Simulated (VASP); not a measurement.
# NaCl (Imm2) in VASP: further runs

The runs below take NaCl through single point, with PBEsol.

All numbers are computed with VASP 6.6.1; they aren't measurements. Logs are shortened: lines on timing, memory, paths and dates and some standing lists are left out, and cuts for length are marked.

**1. The cell of the first run**

It takes space group Imm2 (No. 44, orthorhombic). The conventional cell has a = 4.005 Å, b = 5.663 Å, c = 4.005 Å, α = 90.00°, β = 90.00°, γ = 90.00°. Within 3.3 Å of Na (site symmetry mm2) lie 6 Cl at 2.50 to 3.20 Å. Cl (site symmetry mm2) has 6 Na at 2.50 to 3.20 Å within 3.3 Å.

**2. Single point, PBEsol (all Cl atoms moved -0.500 Å, as atom 2 along Cartesian [1 -1 0])**

INCAR

```
PREC     = Accurate       # precision mode
ENCUT    = 520            # plane-wave cutoff, eV
EDIFF    = 1E-6           # SCF threshold, eV
ISMEAR   = 0              # smearing method
SIGMA    = 0.05           # smearing width, eV
LREAL    = False          # projectors in reciprocal space
LASPH    = True           # aspherical terms in the spheres
NELM     = 80             # most SCF steps
ALGO     = Normal         # electronic algorithm
ISIF     = 2              # what is computed and relaxed
LWAVE    = False          # write WAVECAR
LCHARG   = False          # write CHGCAR
GGA      = PS             # functional
NBANDS   = 14             # bands
```

KPOINTS

```
Automatic mesh
0
Gamma
  8 8 8
```

POSCAR

```
NaCl
1.0
    0.0000000000      2.8317500000      2.8317500000
    2.8317500000      0.0000000000      2.8317500000
    2.8317500000      2.8317500000      0.0000000000
Na Cl
1 1
Direct
    0.0000000000      0.0000000000      0.0000000000
    0.6248533206      0.3751466794      0.5000000000
```

Potentials or basis: VASP PAW PBE potentials, release 64 (Na_pv, Cl).

On the command line:

```console
cat potpaw_PBE.64/Na_pv/POTCAR potpaw_PBE.64/Cl/POTCAR > POTCAR
mpirun -np 1 vasp_std > vasp.out
```

OUTCAR:

```text
PREC = Accurate
   ENCUT = 520
   EDIFF = 1E-6
   ISMEAR = 0
   LREAL = False
   LASPH = True
   NELM = 80
   ISIF = 2
   GGA = PS

 ion  position               nearest neighbor table
   1  0.000  0.000  0.000-   2 2.50   2 2.50
   2  0.625  0.375  0.500-   1 2.50   1 2.50

  LATTYP: Found a face centered cubic cell.
 ALAT       =     5.6635000000

  Lattice vectors:

 A1 = (   0.0000000000,   2.8317500000,   2.8317500000)
 A2 = (   2.8317500000,   0.0000000000,   2.8317500000)
 A3 = (   2.8317500000,   2.8317500000,   0.0000000000)

Analysis of symmetry for initial positions (statically):
=====================================================================
 Subroutine PRICEL returns:
 Original cell was already a primitive cell.

 Routine SETGRP: Setting up the symmetry group for a
 face centered cubic supercell.

 Subroutine GETGRP returns: Found  4 space group operations
 (whereof  4 operations were pure point group operations)
 out of a pool of 48 trial point group operations.

The static configuration has the point symmetry C_2v.

Analysis of symmetry for dynamics (positions and initial velocities):
=====================================================================
 Subroutine PRICEL returns:
 Original cell was already a primitive cell.

 Routine SETGRP: Setting up the symmetry group for a
 face centered cubic supercell.

 Subroutine GETGRP returns: Found  4 space group operations
 (whereof  4 operations were pure point group operations)
 out of a pool of 48 trial point group operations.

The dynamic configuration has the point symmetry C_2v.

 Subroutine INISYM returns: Found  4 space group operations
 (whereof  4 operations are pure point group operations),
 and found     1 'primitive' translations

----------------------------------------------------------------------------------------

                                     Primitive cell

  volume of cell :      45.4145

  direct lattice vectors                    reciprocal lattice vectors
     0.000000000  2.831750000  2.831750000    -0.176569259  0.176569259  0.176569259
     2.831750000  0.000000000  2.831750000     0.176569259 -0.176569259  0.176569259
     2.831750000  2.831750000  0.000000000     0.176569259  0.176569259 -0.176569259

  length of vectors
     4.004699255  4.004699255  4.004699255     0.305826928  0.305826928  0.305826928

  position of ions in fractional coordinates (direct lattice)
     0.000000000  0.000000000  0.000000000
     0.624853321  0.375146679  0.500000000

  ion indices of the primitive-cell ions
   primitive index   ion index
                 1           1
                 2           2

----------------------------------------------------------------------------------------

 KPOINTS: Automatic mesh

Automatic generation of k-mesh.
 Grid dimensions read from file:
 generate k-points for:    8    8    8

 Generating k-lattice:

  Cartesian coordinates                     Fractional coordinates (reciprocal lattice)
    -0.022071157  0.022071157  0.022071157     0.125000000  0.000000000  0.000000000
     0.022071157 -0.022071157  0.022071157     0.000000000  0.125000000  0.000000000
     0.022071157  0.022071157 -0.022071157     0.000000000  0.000000000  0.125000000

  Length of vectors
     0.038228366  0.038228366  0.038228366

  Shift w.r.t. Gamma in fractional coordinates (k-lattice)
     0.000000000  0.000000000  0.000000000

 Subroutine IBZKPT returns following result:
 ===========================================

 Found     95 irreducible k-points:

 Following reciprocal coordinates:
            Coordinates               Weight
  0.000000  0.000000  0.000000      1.000000
  0.125000  0.000000  0.000000      4.000000
  0.000000  0.000000  0.125000      4.000000
  0.250000  0.000000  0.000000      4.000000
  0.000000  0.000000  0.250000      4.000000
  0.375000  0.000000  0.000000      4.000000
[... 16 lines left out ...]
  0.125000  0.125000 -0.375000      4.000000
 -0.375000  0.125000  0.000000      4.000000
 [... further k-points ...]
   k-points           NKPTS =     95   k-points in BZ     NKDIM =     95   number of bands    NBANDS=     14
   number of dos      NEDOS =    301   number of ions     NIONS =      2
   total plane-waves  NPLWV =  27000
   dimension x,y,z NGX =    30 NGY =   30 NGZ =   30
   dimension x,y,z NGXF=    60 NGYF=   60 NGZF=   60
   ions per type =               1   1
   NGX,Y,Z   is equivalent  to a cutoff of  12.45, 12.45, 12.45 a.u.
   NGXF,Y,Z  is equivalent  to a cutoff of  24.91, 24.91, 24.91 a.u.
 SYSTEM =  unknown system
   PREC   = accura    normal or accurate (medium, high low for compatibility)
   ISTART =      0    job   : 0-new  1-cont  2-samecut
   ICHARG =      2    charge: 1-file 2-atom 10-const
   ISPIN  =      1    spin polarized calculation?
   LNONCOLLINEAR =      F non collinear calculations
   LSORBIT =      F    spin-orbit coupling
   LASPH  =      T    aspherical Exc in radial PAW
   ENCUT  =  520.0 eV  38.22 Ry    6.18 a.u.   7.45  7.45  7.45*2*pi/ulx,y,z
   NELM   =     80;   NELMIN=  2; NELMDL= -5     # of ELM steps
   EDIFF  = 0.1E-05   stopping-criterion for ELM
   LREAL  =      F    real-space projection
   EDIFFG = 0.1E-04   stopping-criterion for IOM
   NSW    =      0    number of steps for IOM
   IBRION =     -1    ionic relax: 0-MD 1-quasi-New 2-CG
   NFREE  =      0    steps in history (QN), initial steepest desc. (CG)
   ISIF   =      2    stress and relaxation
   ISYM   =      2    0-nonsym 1-usesym 2-fastsym
   POTIM  = 0.5000    time-step for ionic-motion
   TEBEG  =    0.0;   TEEND  =   0.0 temperature during run
   PSTRESS=    0.0 pullay stress
   NELECT =      14.0000    total number of electrons
   NUPDOWN=      -1.0000    fix difference up-down
   EMIN   =  10.00;   EMAX   =-10.00  energy-range for DOS
   EFERMI =   0.00;   METHOD = LEGACY
   ISMEAR =     0;   SIGMA  =   0.05  broadening in eV -4-tet -1-fermi 0-gaus
   EFERMI_NEDOS =   21; number of points for ismear=-14 and -15
   IALGO  =     38    algorithm
   IMIX   =      4    mixing-type and parameters
     AMIX     =   0.40;   BMIX     =  1.00
     AMIX_MAG =   1.60;   BMIX_MAG =  1.00
  volume/ion in A,a.u.               =      22.71       153.24
  Fermi-wavevector in a.u.,A,eV,Ry     =   1.105909  2.089864 16.640388  1.223034
  Thomas-Fermi vector in A             =   2.242402
   LORBIT       =      0    0 simple, 1 ext, 2 COOP (PROOUT), +10 PAW based schemes
   GGA     = PS    functional components
   LHFCALC =     F    Hartree Fock is set to
   AEXX    =    0.0000 exact exchange contribution
   IVDW    =     0    specifies the selected vdW correction
   LEPSILON=     F    determine dielectric tensor
   LRPA    =     F    only Hartree local field effects (RPA)
 non-spin polarized calculation
 Gauss-broadening in eV      SIGMA  =   0.05
  energy-cutoff  :      520.00
  volume of cell :       45.41
 maximum number of plane-waves:      1243
 NGX is ok and might be reduce to    30
   NGX = 15   NGY = 15   NGZ = 15

 number of electron      13.9999995 magnetization

 Free energy of the ion-electron system (eV)
  ---------------------------------------------------
  ext. energy  EPLUGINS =         0.00000000
  ---------------------------------------------------
  free energy    TOTEN  =        -6.82113681 eV

  energy without entropy =       -6.82113681  energy(sigma->0) =       -6.82113681

 E-fermi :  -0.5804     XC(G=0):  -8.2329

 val. band max:       -0.8822867937   @ k =   0.0000   0.0000   0.0000
 cond. band min:       4.0335988002   @ k =   0.0000   0.0000   0.0000
 fundamental gap:      4.9158855939
 Fermi energy:        -0.5804368931

 k-point     1 :       0.0000    0.0000    0.0000
  band No.  band energies     occupation
      1     -21.4748      2.00000
      2     -21.4625      2.00000
      3     -21.4579      2.00000
      4     -13.5009      2.00000
      5      -0.9780      2.00000
      6      -0.8886      2.00000
      7      -0.8823      2.00000
      8       4.0336      0.00000
      9      10.0758      0.00000
     10      10.2500      0.00000
     11      10.3879      0.00000
     12      12.5070      0.00000
     13      12.7117      0.00000
     14      13.4688      0.00000

 k-point     2 :       0.1250    0.0000    0.0000
  band No.  band energies     occupation
      1     -21.4781      2.00000
      2     -21.4629      2.00000
      3     -21.4592      2.00000
      4     -13.4557      2.00000
      5      -1.2499      2.00000
      6      -1.0151      2.00000
      7      -0.9213      2.00000
      8       4.5307      0.00000
      9       9.6835      0.00000
     10      10.2606      0.00000
     11      10.4678      0.00000
     12      12.2168      0.00000
     13      12.3490      0.00000
     14      14.5205      0.00000

 k-point     3 :       0.0000    0.0000    0.1250
  band No.  band energies     occupation
      1     -21.4757      2.00000
      2     -21.4666      2.00000
      3     -21.4589      2.00000
      4     -13.4536      2.00000
      5      -1.3105      2.00000
      6      -0.9500      2.00000
      7      -0.9106      2.00000
      8       4.5174      0.00000
      9       9.5226      0.00000
     10      10.3629      0.00000
     11      10.5508      0.00000
     12      12.1790      0.00000
     13      12.4641      0.00000
     14      14.3693      0.00000

 k-point     4 :       0.2500    0.0000    0.0000
  band No.  band energies     occupation
      1     -21.4869      2.00000
      2     -21.4637      2.00000
      3     -21.4615      2.00000
      4     -13.3437      2.00000
      5      -1.9645      2.00000
      6      -1.1021      2.00000
      7      -1.0059      2.00000
      8       5.5238      0.00000
      9       8.9800      0.00000
     10      10.3933      0.00000
     11      10.5196      0.00000
     12      12.3992      0.00000
     13      12.4042      0.00000
     14      14.4737      0.00000

 k-point     5 :       0.0000    0.0000    0.2500
  band No.  band energies     occupation
      1     -21.4826      2.00000
      2     -21.4730      2.00000
      3     -21.4604      2.00000
      4     -13.3365      2.00000
      5      -2.0107      2.00000
      6      -1.0346      2.00000
      7      -0.9842      2.00000
      8       5.4766      0.00000
      9       8.8620      0.00000
     10      10.4247      0.00000
     11      10.6238      0.00000
[... 276 lines left out ...]
 k-point    22 :       0.1250    0.0000    0.5000
  band No.  band energies     occupation
      1     -21.4971      2.00000
      2     -21.4767      2.00000
      3     -21.4631      2.00000
      4     -13.1558      2.00000
      5      -2.6949      2.00000
      6      -1.2912      2.00000
      7      -1.1789      2.00000
      8       6.5553      0.00000
      9       8.7421      0.00000
     10       9.7829      0.00000
     11      10.4756      0.00000
     12      13.9400      0.00000
     13      14.7125      0.00000
     14      15.1227      0.00000

 k-point    23 :       0.1250    0.1250   -0.3750
  band No.  band energies     occupation
      1     -21.4960      2.00000
      2     -21.4759      2.00000
      3     -21.4643      2.00000
      4     -13.1571      2.00000
      5      -2.6938      2.00000
      6      -1.3335      2.00000
      7      -1.1428      2.00000
      8       6.5614      0.00000
      9       8.7696      0.00000
     10       9.5387      0.00000
     11      10.8060      0.00000
     12      13.6967      0.00000
     13      14.6548      0.00000
     14      15.5269      0.00000

 k-point    24 :      -0.3750    0.1250    0.0000
  band No.  band energies     occupation
      1     -21.4979      2.00000
      2     -21.4652      2.00000
      3     -21.4650      2.00000
      4     -13.1849      2.00000
      5      -2.5898      2.00000
      6      -1.3424      2.00000
      7      -1.2205      2.00000
      8       6.6365      0.00000
      9       8.8963      0.00000
     10       9.7529      0.00000
     11      10.3355      0.00000
     12      13.3947      0.00000
     13      14.6268      0.00000
     14      15.0952      0.00000

 [... further k-points ...]

------------------------ aborting loop because EDIFF is reached ----------------------------------------

  FORCE on cell =-STRESS in cart. coord.  units (eV):
  Direction    XX          YY          ZZ          XY          YZ          ZX
  --------------------------------------------------------------------------------------
  -------------------------------------------------------------------------------------
  Total        0.9567214      0.9567214     -0.3379592      0.3857866      0.0000000      0.0000000
  in kB       33.7521432     33.7521432    -11.9228530     13.6101527      0.0000000      0.0000000
  external PRESSURE =      18.5271445 kB  Pullay stress =       0.0000000 kB

 VOLUME and BASIS-vectors are now :
 -----------------------------------------------------------------------------
  energy-cutoff  :      520.00
  volume of cell :       45.41
      direct lattice vectors                 reciprocal lattice vectors
     0.000000000  2.831750000  2.831750000    -0.176569259  0.176569259  0.176569259
     2.831750000  0.000000000  2.831750000     0.176569259 -0.176569259  0.176569259
     2.831750000  2.831750000  0.000000000     0.176569259  0.176569259 -0.176569259

 POSITION                                       TOTAL-FORCE (eV/Angst)
 -----------------------------------------------------------------------------------
      0.00000      0.00000      0.00000        -0.547972      0.547972      0.000000
      2.47820      3.18530      2.83175         0.547972     -0.547972      0.000000
 -----------------------------------------------------------------------------------
    total drift:                               -0.000042      0.000042     -0.000000

  FREE ENERGIE OF THE ION-ELECTRON SYSTEM (eV)
  ---------------------------------------------------
  free  energy   TOTEN  =        -6.8211368112 eV

  energy  without entropy=       -6.8211368112  energy(sigma->0) =       -6.82113681
```

Wall time 80 s (1 thread of Intel Xeon 8259CL, shared host); peak memory 0.19 GiB.

Results:

```
Free energy            : -6.8211 eV
Pressure               : 1.9 GPa
Largest force          : 0.775 eV/Å
Band gap on the k mesh : 4.92 eV
```

Forces in eV/Å, atoms in the order of the input:
```
Na  -0.548  0.548  0.000
Cl   0.548 -0.548  0.000
```

Caveat: the cell differs from its parent crystal (all Cl atoms moved -0.500 Å, as atom 2 along Cartesian [1 -1 0]); the PAW data sets were made with another functional, which shifts forces and pressure a little. A k mesh can miss the band edges.

**3. Single point, PBEsol (all Cl atoms moved +0.375 Å, as atom 2 along Cartesian [1 -1 0])**

INCAR

```
ALGO     = Normal         # electronic algorithm
EDIFF    = 1E-7           # SCF threshold, eV
ENCUT    = 520            # plane-wave cutoff, eV
GGA      = PS             # functional
ISIF     = 2              # what is computed and relaxed
ISMEAR   = 0              # smearing method
LASPH    = True           # aspherical terms in the spheres
LCHARG   = True           # write CHGCAR
LELF     = True           # ELF
LREAL    = False          # projectors in reciprocal space
LVHAR    = True         
LWAVE    = False          # write WAVECAR
NBANDS   = 14             # bands
NELM     = 80             # most SCF steps
PREC     = Accurate       # precision mode
SIGMA    = 0.05           # smearing width, eV
```

KPOINTS

```
k-points
0
Gamma
  8 8 8
```

POSCAR: that of step 2 with these lines changed.

```diff
@@ -9,2 +9,2 @@
     0.0000000000      0.0000000000      0.0000000000
-    0.6248533206      0.3751466794      0.5000000000
+    0.4063600096      0.5936399904      0.5000000000
```

Potentials or basis: VASP PAW PBE potentials, release 64 (Na_pv, Cl).

On the command line:

```console
cat potpaw_PBE.64/Na_pv/POTCAR potpaw_PBE.64/Cl/POTCAR > POTCAR
mpirun -np 1 vasp_std > vasp.out
```

It took 92 s on 1 thread of Intel Xeon 8259CL, shared host; peak memory 0.19 GiB.

The run converged. Its results:

| Property | Result |
| --- | --- |
| Free energy | -6.9023 eV |
| Pressure | 0.7 GPa |
| Largest force | 0.531 eV/Å |
| Band gap on the k mesh | 4.91 eV |

Forces in eV/Å, atoms in the order of the input:
```
Na   0.376 -0.376  0.000
Cl  -0.376  0.376  0.000
```

Stress tensor (GPa, compression positive):
```
 1.54  0.65  0.00
 0.65  1.54  0.00
 0.00  0.00 -1.03
```

Levels at points of the mesh, in eV from the valence-band top:
```
           k point  band 3  band 4  band 5  band 6  band 7  band 8  band 9  band 10  band 11  band 12
(0.00, 0.00, 0.00)  -20.62  -12.62   -0.06    0.00    0.00    4.91   10.97    11.06    11.16    13.30
(0.50, 0.00, 0.00)  -20.62  -12.29   -1.91   -0.31   -0.25    7.12   10.20    10.87    11.03    14.67
(0.00, 0.00, 0.50)  -20.62  -12.28   -1.93   -0.26   -0.23    7.06   10.08    10.85    11.27    14.49
(0.50, 0.50, 0.00)  -20.63  -12.24   -1.66   -0.64   -0.59    7.38    7.98    11.07    14.38    14.77
(0.00, 0.50, 0.50)  -20.62  -12.23   -1.66   -0.60   -0.60    7.37    7.95    11.06    14.52    14.60
```

Caveat: the cell differs from its parent crystal (all Cl atoms moved +0.375 Å, as atom 2 along Cartesian [1 -1 0]); the PAW data sets were made with another functional, which shifts forces and pressure a little.

(Continued in part 2 of 2.)
